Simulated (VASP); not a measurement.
# CaO (Fm-3m) in VASP: further runs

The runs below take CaO through single point, with LDA.

Program: VASP 6.6.1. These are calculated values, not measurements. Logs are shortened: lines on timing, memory, paths and dates and some standing lists are left out, and cuts for length are marked.

## 1. The cell of the first run

The structure is cubic, space group Fm-3m (No. 225). Conventional cell: a = 4.662 Å, b = 4.662 Å, c = 4.662 Å, α = 90.00°, β = 90.00°, γ = 90.00°. Within 3.1 Å of Ca (site symmetry m-3m) lie 6 O at 2.33 Å. Within 3.1 Å of O (site symmetry m-3m) lie 6 Ca at 2.33 Å.

## 2. Single point, LDA

File INCAR:

```
SYSTEM = CaO
PREC = Accurate ; ENCUT = 520
EDIFF = 1E-6 ; ISMEAR = 0
SIGMA = 0.01 ; LREAL = .False.
LASPH = .True. ; NELM = 80
ALGO = Normal ; ISIF = 2
LWAVE = .False. ; LCHARG = .True.
LELF = .True. ; LVHAR = .True.
NBANDS = 15
```

File KPOINTS:

```
Automatic mesh
0
Gamma
  8 8 8
  0 0 0
```

File POSCAR:

```
CaO
1.0
    2.3312020207      2.3312020207      0.0000000000
   -2.3312020207      2.3312020207      0.0000000000
    0.0000000000      2.3312020207      2.3312020207
Ca O
1 1
Direct
    0.0000000000      0.0000000000      0.0000000000
    0.5000000000      0.5000000000      0.0000000000
```

Potentials or basis: VASP PAW LDA potentials, release 64 (Ca_sv, O).

On the command line:

```console
cat potpaw_LDA.64/Ca_sv/POTCAR potpaw_LDA.64/O/POTCAR > POTCAR
mpirun -np 1 vasp_std > vasp.out
```

OUTCAR:

```text
SYSTEM = CaO
   PREC = Accurate
   ENCUT = 520
   EDIFF = 1E-6
   ISMEAR = 0
   LREAL = .False.
   LASPH = .True.
   NELM = 80
   ISIF = 2

 ion  position               nearest neighbor table
   1  0.000  0.000  0.000-   2 2.33   2 2.33   2 2.33   2 2.33   2 2.33   2 2.33
   2  0.500  0.500  0.000-   1 2.33   1 2.33   1 2.33   1 2.33   1 2.33   1 2.33

  LATTYP: Found a face centered cubic cell.
 ALAT       =     4.6624040414

  Lattice vectors:

 A1 = (   0.0000000000,   2.3312020207,   2.3312020207)
 A2 = (   2.3312020207,   0.0000000000,   2.3312020207)
 A3 = (   2.3312020207,   2.3312020207,   0.0000000000)

Analysis of symmetry for initial positions (statically):
=====================================================================
 Subroutine PRICEL returns:
 Original cell was already a primitive cell.

 Routine SETGRP: Setting up the symmetry group for a
 face centered cubic supercell.

 Subroutine GETGRP returns: Found 48 space group operations
 (whereof 48 operations were pure point group operations)
 out of a pool of 48 trial point group operations.

The static configuration has the point symmetry O_h .

Analysis of symmetry for dynamics (positions and initial velocities):
=====================================================================
 Subroutine PRICEL returns:
 Original cell was already a primitive cell.

 Routine SETGRP: Setting up the symmetry group for a
 face centered cubic supercell.

 Subroutine GETGRP returns: Found 48 space group operations
 (whereof 48 operations were pure point group operations)
 out of a pool of 48 trial point group operations.

The dynamic configuration has the point symmetry O_h .

 Subroutine INISYM returns: Found 48 space group operations
 (whereof 48 operations are pure point group operations),
 and found     1 'primitive' translations

----------------------------------------------------------------------------------------

                                     Primitive cell

  volume of cell :      25.3378

  direct lattice vectors                    reciprocal lattice vectors
     2.331202021  2.331202021  0.000000000     0.214481626  0.214481626 -0.214481626
    -2.331202021  2.331202021  0.000000000    -0.214481626  0.214481626 -0.214481626
     0.000000000  2.331202021  2.331202021     0.000000000  0.000000000  0.428963252

  length of vectors
     3.296817514  3.296817514  3.296817514     0.371493074  0.371493074  0.428963252

  position of ions in fractional coordinates (direct lattice)
     0.000000000  0.000000000  0.000000000
     0.500000000  0.500000000  0.000000000

  ion indices of the primitive-cell ions
   primitive index   ion index
                 1           1
                 2           2

----------------------------------------------------------------------------------------

 KPOINTS: Automatic mesh

Automatic generation of k-mesh.
 Grid dimensions read from file:
 generate k-points for:    8    8    8

 Generating k-lattice:

  Cartesian coordinates                     Fractional coordinates (reciprocal lattice)
     0.026810203  0.026810203 -0.026810203     0.125000000  0.000000000  0.000000000
    -0.026810203  0.026810203 -0.026810203     0.000000000  0.125000000  0.000000000
     0.000000000  0.000000000  0.053620407     0.000000000  0.000000000  0.125000000

  Length of vectors
     0.046436634  0.046436634  0.053620407

  Shift w.r.t. Gamma in fractional coordinates (k-lattice)
     0.000000000  0.000000000  0.000000000

 Subroutine IBZKPT returns following result:
 ===========================================

 Found     29 irreducible k-points:

 Following reciprocal coordinates:
            Coordinates               Weight
  0.000000  0.000000  0.000000      1.000000
  0.125000  0.000000  0.000000      8.000000
  0.250000  0.000000  0.000000      8.000000
  0.375000  0.000000  0.000000      8.000000
  0.500000  0.000000  0.000000      4.000000
  0.125000  0.125000  0.000000     12.000000
[... 16 lines left out ...]
  0.375000  0.250000  0.125000     48.000000
  0.500000  0.250000  0.125000     24.000000
 [... further k-points ...]
   k-points           NKPTS =     29   k-points in BZ     NKDIM =     29   number of bands    NBANDS=     15
   number of dos      NEDOS =    301   number of ions     NIONS =      2
   total plane-waves  NPLWV =  21952
   dimension x,y,z NGX =    28 NGY =   28 NGZ =   28
   dimension x,y,z NGXF=    56 NGYF=   56 NGZF=   56
   ions per type =               1   1
   NGX,Y,Z   is equivalent  to a cutoff of  14.12, 14.12, 14.12 a.u.
   NGXF,Y,Z  is equivalent  to a cutoff of  28.24, 28.24, 28.24 a.u.
 SYSTEM =  CaO
   PREC   = accura    normal or accurate (medium, high low for compatibility)
   ISTART =      0    job   : 0-new  1-cont  2-samecut
   ICHARG =      2    charge: 1-file 2-atom 10-const
   ISPIN  =      1    spin polarized calculation?
   LNONCOLLINEAR =      F non collinear calculations
   LSORBIT =      F    spin-orbit coupling
   LASPH  =      T    aspherical Exc in radial PAW
   ENCUT  =  520.0 eV  38.22 Ry    6.18 a.u.   6.13  6.13  6.13*2*pi/ulx,y,z
   NELM   =     80;   NELMIN=  2; NELMDL= -5     # of ELM steps
   EDIFF  = 0.1E-05   stopping-criterion for ELM
   LREAL  =      F    real-space projection
   EDIFFG = 0.1E-04   stopping-criterion for IOM
   NSW    =      0    number of steps for IOM
   IBRION =     -1    ionic relax: 0-MD 1-quasi-New 2-CG
   NFREE  =      0    steps in history (QN), initial steepest desc. (CG)
   ISIF   =      2    stress and relaxation
   ISYM   =      2    0-nonsym 1-usesym 2-fastsym
   POTIM  = 0.5000    time-step for ionic-motion
   TEBEG  =    0.0;   TEEND  =   0.0 temperature during run
   PSTRESS=    0.0 pullay stress
   NELECT =      16.0000    total number of electrons
   NUPDOWN=      -1.0000    fix difference up-down
   EMIN   =  10.00;   EMAX   =-10.00  energy-range for DOS
   EFERMI =   0.00;   METHOD = LEGACY
   ISMEAR =     0;   SIGMA  =   0.01  broadening in eV -4-tet -1-fermi 0-gaus
   EFERMI_NEDOS =   21; number of points for ismear=-14 and -15
   IALGO  =     38    algorithm
   IMIX   =      4    mixing-type and parameters
     AMIX     =   0.40;   BMIX     =  1.00
     AMIX_MAG =   1.60;   BMIX_MAG =  1.00
  volume/ion in A,a.u.               =      12.67        85.49
  Fermi-wavevector in a.u.,A,eV,Ry     =   1.404510  2.654140 26.839520  1.972649
  Thomas-Fermi vector in A             =   2.527065
   LORBIT       =      0    0 simple, 1 ext, 2 COOP (PROOUT), +10 PAW based schemes
   GGA     = CA    functional components
   LHFCALC =     F    Hartree Fock is set to
   AEXX    =    0.0000 exact exchange contribution
   IVDW    =     0    specifies the selected vdW correction
   LEPSILON=     F    determine dielectric tensor
   LRPA    =     F    only Hartree local field effects (RPA)
 non-spin polarized calculation
 Gauss-broadening in eV      SIGMA  =   0.01
  energy-cutoff  :      520.00
  volume of cell :       25.34
 maximum number of plane-waves:       701
 NGX is ok and might be reduce to    28
   NGX = 13   NGY = 13   NGZ = 13

 number of electron      16.0000001 magnetization

 Free energy of the ion-electron system (eV)
  ---------------------------------------------------
  ext. energy  EPLUGINS =         0.00000000
  ---------------------------------------------------
  free energy    TOTEN  =       -14.20548760 eV

  energy without entropy =      -14.20548760  energy(sigma->0) =      -14.20548760

 E-fermi :   2.6553     XC(G=0): -11.4847

 val. band max:        2.5710265797   @ k =   0.0000   0.0000   0.0000
 cond. band min:       5.9636828479   @ k =   0.5000   0.5000   0.0000
 fundamental gap:      3.3926562681
 Fermi energy:         2.6552953588

 k-point     1 :       0.0000    0.0000    0.0000
  band No.  band energies     occupation
      1     -34.1492      2.00000
      2     -15.1106      2.00000
      3     -15.1106      2.00000
      4     -15.1106      2.00000
      5     -12.8173      2.00000
      6       2.5710      2.00000
      7       2.5710      2.00000
      8       2.5710      2.00000
      9       7.9105      0.00000
     10       8.8795      0.00000
     11       8.8795      0.00000
     12       8.8795      0.00000
     13      10.6117      0.00000
     14      10.6117      0.00000
     15      17.9200      0.00000

 k-point     2 :       0.1250    0.0000    0.0000
  band No.  band energies     occupation
      1     -34.1251      2.00000
      2     -15.4633      2.00000
      3     -15.1211      2.00000
      4     -15.1211      2.00000
      5     -12.4597      2.00000
      6       1.9901      2.00000
      7       2.3153      2.00000
      8       2.3153      2.00000
      9       8.5971      0.00000
     10       8.8600      0.00000
     11       9.1831      0.00000
     12       9.1831      0.00000
     13      11.0492      0.00000
     14      11.0492      0.00000
     15      18.6478      0.00000

 k-point     3 :       0.2500    0.0000    0.0000
  band No.  band energies     occupation
      1     -34.0663      2.00000
      2     -16.0889      2.00000
      3     -15.1463      2.00000
      4     -15.1463      2.00000
      5     -11.8197      2.00000
      6       0.8812      2.00000
      7       1.7763      2.00000
      8       1.7763      2.00000
      9       8.9578      0.00000
     10       9.9836      0.00000
     11       9.9836      0.00000
     12      10.1064      0.00000
     13      12.0910      0.00000
     14      12.0910      0.00000
     15      19.3404      0.00000

 k-point     4 :       0.3750    0.0000    0.0000
  band No.  band energies     occupation
      1     -34.0066      2.00000
      2     -16.5735      2.00000
      3     -15.1711      2.00000
      4     -15.1711      2.00000
      5     -11.3154      2.00000
      6      -0.0247      2.00000
      7       1.3151      2.00000
      8       1.3151      2.00000
      9       9.5145      0.00000
     10      10.9250      0.00000
     11      10.9250      0.00000
     12      11.2881      0.00000
     13      13.2163      0.00000
     14      13.2163      0.00000
     15      18.4287      0.00000
[... 307 lines left out ...]
 k-point    22 :       0.2500    0.2500    0.1250
  band No.  band energies     occupation
      1     -34.0235      2.00000
      2     -16.1393      2.00000
      3     -15.3403      2.00000
      4     -15.1979      2.00000
      5     -11.7798      2.00000
      6       0.5555      2.00000
      7       1.6600      2.00000
      8       2.0183      2.00000
      9       7.9325      0.00000
     10      10.2582      0.00000
     11      10.7859      0.00000
     12      11.2015      0.00000
     13      12.0793      0.00000
     14      13.4700      0.00000
     15      19.9199      0.00000

 k-point    23 :       0.3750    0.2500    0.1250
  band No.  band energies     occupation
      1     -33.9762      2.00000
      2     -16.3505      2.00000
      3     -15.4337      2.00000
      4     -15.2517      2.00000
      5     -11.6039      2.00000
      6       0.3762      2.00000
      7       1.3332      2.00000
      8       1.6544      2.00000
      9       8.5287      0.00000
     10      10.4940      0.00000
     11      11.4803      0.00000
     12      11.7250      0.00000
     13      13.2010      0.00000
     14      14.4692      0.00000
     15      18.3458      0.00000

 k-point    24 :       0.5000    0.2500    0.1250
  band No.  band energies     occupation
      1     -33.9564      2.00000
      2     -16.4351      2.00000
      3     -15.4548      2.00000
      4     -15.2893      2.00000
      5     -11.5381      2.00000
      6       0.3216      2.00000
      7       1.3328      2.00000
      8       1.3569      2.00000
      9       9.5611      0.00000
     10       9.6319      0.00000
     11      11.8245      0.00000
     12      12.1940      0.00000
     13      13.5274      0.00000
     14      15.2940      0.00000
     15      17.4609      0.00000

 [... further k-points ...]
[... 5 lines left out ...]
  --------------------------------------------------------------------------------------
  -------------------------------------------------------------------------------------
  Total        0.8089646      0.8089646      0.8089646     -0.0000000      0.0000000      0.0000000
  in kB       51.1529141     51.1529141     51.1529141     -0.0000000      0.0000000      0.0000000
  external PRESSURE =      51.1529141 kB  Pullay stress =       0.0000000 kB

 VOLUME and BASIS-vectors are now :
 -----------------------------------------------------------------------------
  energy-cutoff  :      520.00
  volume of cell :       25.34
      direct lattice vectors                 reciprocal lattice vectors
     2.331202021  2.331202021  0.000000000     0.214481626  0.214481626 -0.214481626
    -2.331202021  2.331202021  0.000000000    -0.214481626  0.214481626 -0.214481626
     0.000000000  2.331202021  2.331202021     0.000000000  0.000000000  0.428963252

 POSITION                                       TOTAL-FORCE (eV/Angst)
 -----------------------------------------------------------------------------------
      0.00000      0.00000      0.00000        -0.000000      0.000000      0.000000
      0.00000      2.33120      0.00000         0.000000     -0.000000      0.000000
 -----------------------------------------------------------------------------------
    total drift:                               -0.000000      0.000000     -0.000000

  FREE ENERGIE OF THE ION-ELECTRON SYSTEM (eV)
  ---------------------------------------------------
  free  energy   TOTEN  =       -14.2054876033 eV

  energy  without entropy=      -14.2054876033  energy(sigma->0) =      -14.20548760
```

Wall time 11 s (1 thread of Intel Xeon Platinum 8559C (Emerald Rapids), shared host); peak memory 0.14 GiB.

Results:

| Item | Value |
| --- | --- |
| Free energy | -14.2055 eV |
| Pressure | 5.1 GPa |
| Band gap on the k mesh | 3.39 eV, indirect (least direct gap 3.74 eV) |

## 3. Single point, LDA

File INCAR:

```
  ALGO = Normal
  EDIFF = 1E-7
  ENCUT = 520
  ISIF = 2
  ISMEAR = 0
  LASPH = T
  LCHARG = F
  LREAL = F
  LWAVE = F
  NBANDS = 15
  NELM = 80
  PREC = Accurate
  SIGMA = 0.01
```

File KPOINTS:

```
k-points
0
Gamma
  8 8 8
```

POSCAR is that of step 2.

Potentials or basis: VASP PAW LDA potentials, release 64 (Ca_sv, O).

On the command line:

```console
cat potpaw_LDA.64/Ca_sv/POTCAR potpaw_LDA.64/O/POTCAR > POTCAR
mpirun -np 1 vasp_std > vasp.out
```

Run time: 8.2 s. Hardware: 1 thread of Intel Xeon Platinum 8559C (Emerald Rapids), shared host; peak memory 0.14 GiB.

Results (log left out):

```yaml
Free_energy: -14.2055 eV
Pressure: 5.1 GPa
Band_gap_on_the_k_mesh: 3.39 eV, indirect (least direct gap 3.74 eV)
```

Levels at points of the mesh, in eV from the valence-band top:
| k point | band 5 | band 6 | band 7 | band 8 | band 9 | band 10 | band 11 | band 12 |
| --- | --- | --- | --- | --- | --- | --- | --- | --- |
| (0.00, 0.00, 0.00) | -15.39 | 0.00 | 0.00 | 0.00 | 5.34 | 6.31 | 6.31 | 6.31 |
| (0.50, 0.00, 0.00) | -13.70 | -2.94 | -1.43 | -1.43 | 7.38 | 8.80 | 8.80 | 9.02 |
| (0.50, 0.50, 0.00) | -15.15 | -1.24 | -0.35 | -0.35 | 3.39 | 8.72 | 9.40 | 10.16 |

## 4. Single point, LDA

This run uses another cell than the first one, of 12.42 Å³/atom, 0.981 times its volume.

File INCAR:

```
  PREC = Accurate
  ENCUT = 520
  EDIFF = 1E-6
  ISMEAR = 0
  SIGMA = 0.01
  LREAL = F
  LASPH = T
  NELM = 100
  ALGO = Normal
  ISIF = 2
  LWAVE = F
  LCHARG = T
  LELF = T
  LVHAR = T
  NBANDS = 15
```

File KPOINTS:

```
Automatic mesh
0
Gamma
  8 8 8
```

File POSCAR:

```
CaO
1.0
    2.3159654973      2.3159654973      0.0000000000
   -2.3159654973      2.3159654973      0.0000000000
    0.0000000000      2.3159654973      2.3159654973
Ca O
1 1
Direct
    0.0000000000      0.0000000000      0.0000000000
    0.5000000000      0.5000000000      0.0000000000
```

On the command line:

```console
cat potpaw_LDA.64/Ca_sv/POTCAR potpaw_LDA.64/O/POTCAR > POTCAR
mpirun -np 1 vasp_std > vasp.out
```

Run time: 7 s. Hardware: 1 thread of Intel Xeon Platinum 8559C (Emerald Rapids), shared host; peak memory 0.13 GiB.

Results (log left out):

```yaml
Free_energy: -14.1845 eV
Pressure: 8.2 GPa
Band_gap_on_the_k_mesh: 3.37 eV, indirect (least direct gap 3.71 eV)
```

Levels at points of the mesh, in eV from the valence-band top:
| k point | band 5 | band 6 | band 7 | band 8 | band 9 | band 10 | band 11 | band 12 |
| --- | --- | --- | --- | --- | --- | --- | --- | --- |
| (0.00, 0.00, 0.00) | -15.43 | 0.00 | 0.00 | 0.00 | 5.52 | 6.35 | 6.35 | 6.35 |
| (0.50, 0.00, 0.00) | -13.63 | -2.99 | -1.48 | -1.48 | 7.47 | 8.91 | 8.91 | 9.18 |
| (0.50, 0.50, 0.00) | -15.20 | -1.22 | -0.34 | -0.34 | 3.37 | 8.88 | 9.51 | 10.30 |

A k mesh can miss the band edges. LDA gaps usually lie below the measured ones, often by a third to a half.

## 5. Single point, LDA

This run uses another cell than the first one, of 12.20 Å³/atom, 0.963 times its volume.

File INCAR:

```
SYSTEM = CaO
PREC = Accurate
ENCUT = 520
EDIFF = 1E-6
ISMEAR = 0
SIGMA = 0.01
LREAL = .False.
LASPH = .True.
NELM = 60
ALGO = Normal
ISIF = 2
LWAVE = .False.
LCHARG = .False.
NBANDS = 15
```

File KPOINTS:

```
Automatic mesh
0
Gamma
  8 8 8
  0 0 0
```

File POSCAR:

```
CaO
1.0
    2.3019540576      2.3019540576      0.0000000000
   -2.3019540576      2.3019540576      0.0000000000
    0.0000000000      2.3019540576      2.3019540576
Ca O
1 1
Direct
    0.0000000000      0.0000000000      0.0000000000
    0.5000000000      0.5000000000      0.0000000000
```

On the command line:

```console
cat potpaw_LDA.64/Ca_sv/POTCAR potpaw_LDA.64/O/POTCAR > POTCAR
mpirun -np 1 vasp_std > vasp.out
```

Run time: 6.7 s. Hardware: 1 thread of Intel Xeon Platinum 8559C (Emerald Rapids), shared host; peak memory 0.13 GiB.

The run converged. Its results:

```yaml
Free_energy: -14.1568 eV
Pressure: 11.3 GPa
Band_gap_on_the_k_mesh: 3.35 eV, indirect (least direct gap 3.68 eV)
```

Levels at points of the mesh, in eV from the valence-band top:
```csv
k point,band 5,band 6,band 7,band 8,band 9,band 10,band 11,band 12
"(0.00, 0.00, 0.00)",-15.46,0.00,0.00,0.00,5.69,6.38,6.38,6.38
"(0.50, 0.00, 0.00)",-13.57,-3.03,-1.52,-1.52,7.56,9.01,9.01,9.32
"(0.50, 0.50, 0.00)",-15.25,-1.20,-0.33,-0.33,3.35,9.03,9.61,10.42
```

A k mesh can miss the band edges. Expect the measured gap to be larger: semilocal functionals such as LDA lack the derivative discontinuity.

## 6. Overview

| cell | gap on the mesh (eV) | pressure (GPa) |
| --- | --- | --- |
| a = 3.297 Å, angles 60.0, 60.0, 90.0°, 2 atoms | 3.39 | 5.1 |
| a = 3.275 Å, angles 60.0, 60.0, 90.0°, 2 atoms | 3.37 | 8.2 |
| a = 3.255 Å, angles 60.0, 60.0, 90.0°, 2 atoms | 3.35 | 11.3 |

Alike in all rows: task single point; level LDA; potentials or basis VASP PAW LDA potentials, release 64 (Ca_sv, O); no spin polarisation; k mesh 8 × 8 × 8; cutoff (eV) 520; smearing gaussian 0.01 eV.

Total energies depend on the potentials used, so only differences within one code and one set of settings carry meaning.
